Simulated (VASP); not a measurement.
# Sb in VASP: further runs, part 2 of 2

VASP 6.6.1. The steps go on from the part before.

## Step 4: Electric field gradients, PBE (equal xy, yz and zx shear strains of +3 %)

Input file INCAR:

```
SYSTEM = Sb
  ALGO = Normal
  EDIFF = 1E-8
  ENCUT = 520
  GGA = PE
  ISIF = 2
  ISMEAR = -1
  LASPH = .TRUE.
  LCHARG = .FALSE.
  LEFG = .TRUE.
  LREAL = .FALSE.
  LWAVE = .FALSE.
  NBANDS = 8
  NELM = 100
  PREC = Accurate
  SIGMA = 0.05
```

Input file KPOINTS:

```
k-points
0
G
  13 13 13
  0 0 0
```

Input file POSCAR:

```
Sb
1.0
    3.1600000000      0.0474000000      0.0474000000
    0.0474000000      3.1600000000      0.0474000000
    0.0474000000      0.0474000000      3.1600000000
Sb
1
Direct
    0.0000000000      0.0000000000      0.0000000000
```

Potentials or basis: VASP PAW PBE potentials, release 64 (Sb).

On the command line:

```
> cat potpaw_PBE.64/Sb/POTCAR > POTCAR
> mpirun -np 1 vasp_std > vasp.out
```

OUTCAR:

```text
SYSTEM = Sb
   EDIFF = 1E-8
   ENCUT = 520
   GGA = PE
   ISIF = 2
   ISMEAR = -1
   LASPH = .TRUE.
   LREAL = .FALSE.
   NELM = 100
   PREC = Accurate

 ion  position               nearest neighbor table
   1  0.000  0.000  0.000-

  LATTYP: Found a trigonal (rhomboedric) cell.
 ALAT       =     3.1607109200
 COS(alpha) =     0.0302114049

  Lattice vectors:

 A1 = (   3.1600000000,   0.0474000000,   0.0474000000)
 A2 = (   0.0474000000,   3.1600000000,   0.0474000000)
 A3 = (   0.0474000000,   0.0474000000,   3.1600000000)

Analysis of symmetry for initial positions (statically):
=====================================================================
 Subroutine PRICEL returns:
 Original cell was already a primitive cell.

 Routine SETGRP: Setting up the symmetry group for a
 trigonal (rhombohedral) supercell.

 Subroutine GETGRP returns: Found 12 space group operations
 (whereof 12 operations were pure point group operations)
 out of a pool of 12 trial point group operations.

The static configuration has the point symmetry D_3d.

Analysis of symmetry for dynamics (positions and initial velocities):
=====================================================================
 Subroutine PRICEL returns:
 Original cell was already a primitive cell.

 Routine SETGRP: Setting up the symmetry group for a
 trigonal (rhombohedral) supercell.

 Subroutine GETGRP returns: Found 12 space group operations
 (whereof 12 operations were pure point group operations)
 out of a pool of 12 trial point group operations.

The dynamic configuration has the point symmetry D_3d.

[... 153 lines left out ...]
      2       9.5200      0.00000
      3       9.5200      0.00000
      4       9.7228      0.00000
      5      13.3343      0.00000
      6      13.3343      0.00000
      7      14.3882      0.00000
      8      23.6520      0.00000
[... 243 lines left out ...]
 k-point    24 :       0.4615    0.1538    0.0000
  band No.  band energies     occupation
      1      -3.0432      2.00000
      2       1.6888      2.00000
      3       8.8168      0.00000
      4      11.6434      0.00000
      5      13.7318      0.00000
      6      16.1746      0.00000
      7      17.9214      0.00000
      8      18.1285      0.00000

 [... further k-points ...]

------------------------ aborting loop because EDIFF is reached ----------------------------------------

  FORCE on cell =-STRESS in cart. coord.  units (eV):
  Direction    XX          YY          ZZ          XY          YZ          ZX
  --------------------------------------------------------------------------------------
  -------------------------------------------------------------------------------------
  Total       -0.4995071     -0.4995071     -0.4995071     -0.0998944     -0.0998944     -0.0998944
  in kB      -25.3793984    -25.3793984    -25.3793984     -5.0755209     -5.0755209     -5.0755209
  external PRESSURE =     -25.3793984 kB  Pullay stress =       0.0000000 kB

 VOLUME and BASIS-vectors are now :
 -----------------------------------------------------------------------------
  energy-cutoff  :      520.00
  volume of cell :       31.53
      direct lattice vectors                 reciprocal lattice vectors
     3.160000000  0.047400000  0.047400000     0.316596059 -0.004678759 -0.004678759
     0.047400000  3.160000000  0.047400000    -0.004678759  0.316596059 -0.004678759
     0.047400000  0.047400000  3.160000000    -0.004678759 -0.004678759  0.316596059

 POSITION                                       TOTAL-FORCE (eV/Angst)
 -----------------------------------------------------------------------------------
      0.00000      0.00000      0.00000        -0.000000      0.000000      0.000000
 -----------------------------------------------------------------------------------
    total drift:                                0.000000      0.000000      0.000000

  FREE ENERGIE OF THE ION-ELECTRON SYSTEM (eV)
  ---------------------------------------------------
  free  energy   TOTEN  =        -4.0895655527 eV

  energy  without entropy=       -4.0862067133  energy(sigma->0) =       -4.08788613

 Electric field gradients (V/A^2)
---------------------------------------------------------------------
 ion       V_xx      V_yy      V_zz      V_xy      V_xz      V_yz
---------------------------------------------------------------------
   1       0.000    -0.000     0.000    10.945    10.945    10.945
---------------------------------------------------------------------

 Electric field gradients after diagonalization (V/A^2)
 (convention: |V_zz| > |V_xx| > |V_yy|)
----------------------------------------------------------------------
 ion       V_xx      V_yy      V_zz     asymmetry (V_yy - V_xx)/ V_zz
----------------------------------------------------------------------
   1     -10.945   -10.945    21.890       0.000
----------------------------------------------------------------------

           NMR quadrupolar parameters

 Cq : quadrupolar parameter    Cq=e*Q*V_zz/h
 eta: asymmetry parameters     (V_yy - V_xx)/ V_zz
 Q  : nuclear electric quadrupole moment in mb (millibarn)
----------------------------------------------------------------------
 ion       Cq(MHz)       eta       Q (mb)
----------------------------------------------------------------------
   1       0.053       0.000       1.000
----------------------------------------------------------------------
```

OSZICAR:

```text
N       E                     dE             d eps       ncg     rms          rms(c)
DAV:   1     0.537597740598E+01    0.53760E+01   -0.16531E+03  3720   0.405E+02
DAV:   2    -0.397132574779E+01   -0.93473E+01   -0.89741E+01  5288   0.517E+01
DAV:   3    -0.408440456429E+01   -0.11308E+00   -0.11301E+00  4368   0.659E+00
DAV:   4    -0.408490872957E+01   -0.50417E-03   -0.50416E-03  5608   0.530E-01
DAV:   5    -0.408491060641E+01   -0.18768E-05   -0.18766E-05  4760   0.214E-02    0.175E+00
DAV:   6    -0.408762570605E+01   -0.27151E-02   -0.11199E-03  4904   0.207E-01    0.103E+00
DAV:   7    -0.408950983491E+01   -0.18841E-02   -0.26499E-03  4128   0.314E-01    0.795E-02
DAV:   8    -0.408956186531E+01   -0.52030E-04   -0.87277E-05  4984   0.634E-02    0.699E-03
DAV:   9    -0.408956509964E+01   -0.32343E-05   -0.24675E-06  4960   0.101E-02    0.213E-03
DAV:  10    -0.408956550706E+01   -0.40742E-06   -0.94452E-07  4776   0.513E-03    0.541E-04
DAV:  11    -0.408956549526E+01    0.11795E-07   -0.11457E-08  4696   0.682E-04    0.236E-04
DAV:  12    -0.408956554567E+01   -0.50405E-07   -0.50816E-09  4664   0.419E-04    0.104E-04
DAV:  13    -0.408956555768E+01   -0.12009E-07   -0.68243E-11  2520   0.527E-05    0.373E-05
DAV:  14    -0.408956555269E+01    0.49914E-08   -0.43845E-12  2352   0.166E-05
   1 F= -.40895656E+01 E0= -.40878861E+01  d E =-.335884E-02
```

Wall time 18 s (1 thread of AMD EPYC 9R45 (Zen 5), shared host); peak memory 0.15 GiB.

What came out:

```yaml
Free_energy: -4.0896 eV
Pressure: -2.5 GPa
```

Stress tensor (GPa, compression positive):
```
-2.54 -0.51 -0.51
-0.51 -2.54 -0.51
-0.51 -0.51 -2.54
```

Electric field gradients, principal values (V/Å²):
```
atom    least   middle  greatest (by size)
1 Sb  -10.945  -10.945              21.890
```

Caveat: the cell differs from its parent crystal (equal xy, yz and zx shear strains of +3 %); without QUAD_EFG the Cq values of the log hold for a quadrupole moment of 1 mb, not for the nuclei; spin-orbit coupling is left out, which moves the levels of the heavy elements.

## Step 5: Electric field gradients, PBE (volume scaled by 0.9405)

Input file INCAR:

```
SYSTEM = Sb
PREC = Accurate ; ENCUT = 520
EDIFF = 1E-8 ; ISMEAR = -1
SIGMA = 0.05 ; LREAL = .False.
LASPH = .True. ; NELM = 100
ALGO = Normal ; ISIF = 2
LWAVE = .False. ; LCHARG = .False.
GGA = PE ; LEFG = .True.
NBANDS = 8
```

Input file KPOINTS:

```
Automatic mesh
0
Gamma
  13 13 13
  0 0 0
```

Input file POSCAR:

```
Sb
1.0
    3.0960408524      0.0000000000      0.0000000000
    0.0000000000      3.0960408524      0.0000000000
    0.0000000000      0.0000000000      3.0960408524
Sb
1
Direct
    0.0000000000      0.0000000000      0.0000000000
```

Potentials or basis: VASP PAW PBE potentials, release 64 (Sb).

On the command line:

```
> cat potpaw_PBE.64/Sb/POTCAR > POTCAR
> mpirun -np 1 vasp_std > vasp.out
```

OUTCAR:

```text
SYSTEM = Sb
   PREC = Accurate
   ENCUT = 520
   EDIFF = 1E-8
   ISMEAR = -1
   LREAL = .False.
   LASPH = .True.
   NELM = 100
   ISIF = 2
   GGA = PE

 ion  position               nearest neighbor table
   1  0.000  0.000  0.000-

  LATTYP: Found a simple cubic cell.
 ALAT       =     3.0960408524

  Lattice vectors:

 A1 = (   3.0960408524,   0.0000000000,   0.0000000000)
 A2 = (   0.0000000000,   3.0960408524,   0.0000000000)
 A3 = (   0.0000000000,   0.0000000000,   3.0960408524)

Analysis of symmetry for initial positions (statically):
=====================================================================
 Subroutine PRICEL returns:
 Original cell was already a primitive cell.

 Routine SETGRP: Setting up the symmetry group for a
 simple cubic supercell.

 Subroutine GETGRP returns: Found 48 space group operations
 (whereof 48 operations were pure point group operations)
 out of a pool of 48 trial point group operations.

[... 442 lines left out ...]

 VOLUME and BASIS-vectors are now :
 -----------------------------------------------------------------------------
  energy-cutoff  :      520.00
  volume of cell :       29.68
      direct lattice vectors                 reciprocal lattice vectors
     3.096040852  0.000000000  0.000000000     0.322993154  0.000000000  0.000000000
     0.000000000  3.096040852  0.000000000     0.000000000  0.322993154  0.000000000
     0.000000000  0.000000000  3.096040852     0.000000000  0.000000000  0.322993154

 POSITION                                       TOTAL-FORCE (eV/Angst)
 -----------------------------------------------------------------------------------
      0.00000      0.00000      0.00000         0.000000      0.000000      0.000000
 -----------------------------------------------------------------------------------
    total drift:                                0.000000      0.000000      0.000000

  FREE ENERGIE OF THE ION-ELECTRON SYSTEM (eV)
  ---------------------------------------------------
  free  energy   TOTEN  =        -4.1060630929 eV

  energy  without entropy=       -4.1034696552  energy(sigma->0) =       -4.10476637

 Electric field gradients (V/A^2)
---------------------------------------------------------------------
 ion       V_xx      V_yy      V_zz      V_xy      V_xz      V_yz
---------------------------------------------------------------------
   1       0.000     0.000    -0.000    -0.000     0.000    -0.000
---------------------------------------------------------------------

 Electric field gradients after diagonalization (V/A^2)
 (convention: |V_zz| > |V_xx| > |V_yy|)
----------------------------------------------------------------------
 ion       V_xx      V_yy      V_zz     asymmetry (V_yy - V_xx)/ V_zz
----------------------------------------------------------------------
   1       0.000     0.000    -0.000       0.081
----------------------------------------------------------------------

           NMR quadrupolar parameters

 Cq : quadrupolar parameter    Cq=e*Q*V_zz/h
 eta: asymmetry parameters     (V_yy - V_xx)/ V_zz
 Q  : nuclear electric quadrupole moment in mb (millibarn)
----------------------------------------------------------------------
 ion       Cq(MHz)       eta       Q (mb)
----------------------------------------------------------------------
   1      -0.000       0.081       1.000
----------------------------------------------------------------------
```

OSZICAR:

```text
N       E                     dE             d eps       ncg     rms          rms(c)
DAV:   1     0.498693551667E+01    0.49869E+01   -0.17520E+03  1360   0.412E+02
DAV:   2    -0.399616962989E+01   -0.89831E+01   -0.85138E+01  2024   0.516E+01
DAV:   3    -0.410119635348E+01   -0.10503E+00   -0.10501E+00  1488   0.629E+00
DAV:   4    -0.410166510481E+01   -0.46875E-03   -0.46875E-03  2200   0.533E-01
DAV:   5    -0.410166620968E+01   -0.11049E-05   -0.11038E-05  1656   0.153E-02    0.196E+00
DAV:   6    -0.410425037711E+01   -0.25842E-02   -0.70281E-04  1936   0.188E-01    0.117E+00
DAV:   7    -0.410600840841E+01   -0.17580E-02   -0.17636E-03  1432   0.290E-01    0.766E-02
DAV:   8    -0.410605940055E+01   -0.50992E-04   -0.64182E-05  1952   0.558E-02    0.579E-03
DAV:   9    -0.410606233394E+01   -0.29334E-05   -0.26383E-06  1768   0.103E-02    0.218E-03
DAV:  10    -0.410606323773E+01   -0.90378E-06   -0.62998E-07  1664   0.450E-03    0.155E-03
DAV:  11    -0.410606302886E+01    0.20887E-06   -0.72976E-09  1752   0.580E-04    0.492E-04
DAV:  12    -0.410606309645E+01   -0.67590E-07   -0.12801E-09  1496   0.228E-04    0.337E-05
DAV:  13    -0.410606309285E+01    0.35994E-08   -0.15980E-11   816   0.303E-05
   1 F= -.41060631E+01 E0= -.41047664E+01  d E =-.259344E-02
```

stdout:

```text
POSCAR found type information on POSCAR Sb
 POSCAR found :  1 types and       1 ions
 scaLAPACK will be used
 LDA part: xc-table for (Slater+PW92), standard interpolation
 POSCAR, INCAR and KPOINTS ok, starting setup
 FFT: planning ... GRIDC
 FFT: planning ... GRID_SOFT
 FFT: planning ... GRID
 WAVECAR not read
 entering main loop
ion   1
```

Run time: 7.1 s. Hardware: 1 thread of Intel Xeon Platinum 8488C (Sapphire Rapids), shared host; peak memory 0.14 GiB.

What came out:

- Free energy: -4.1061 eV
- Pressure: 0.6 GPa

Caveat: without QUAD_EFG the Cq values of the log hold for a quadrupole moment of 1 mb, not for the nuclei; spin-orbit coupling is left out, which moves the levels of the heavy elements.

## Step 6: Summary

```tsv
cell	gap on the mesh (eV)	pressure (GPa)
a = 3.160 Å, angles 91.1°, 1 atom	none	-2.6
a = 3.160 Å, angles 89.4°, 1 atom	none	-2.5
a = 3.161 Å, angles 88.3°, 1 atom	none	-2.5
a = 3.096 Å, 1 atom	none	0.6
```

Alike in all rows: task electric field gradients; level PBE; potentials or basis VASP PAW PBE potentials, release 64 (Sb); no spin polarisation; k mesh 13 × 13 × 13; cutoff (eV) 520; smearing fermi-dirac 0.05 eV.

Caveats: spin-orbit coupling is left out, which moves the levels of the heavy elements.

Absolute energies hang on the potentials; compare differences alone.
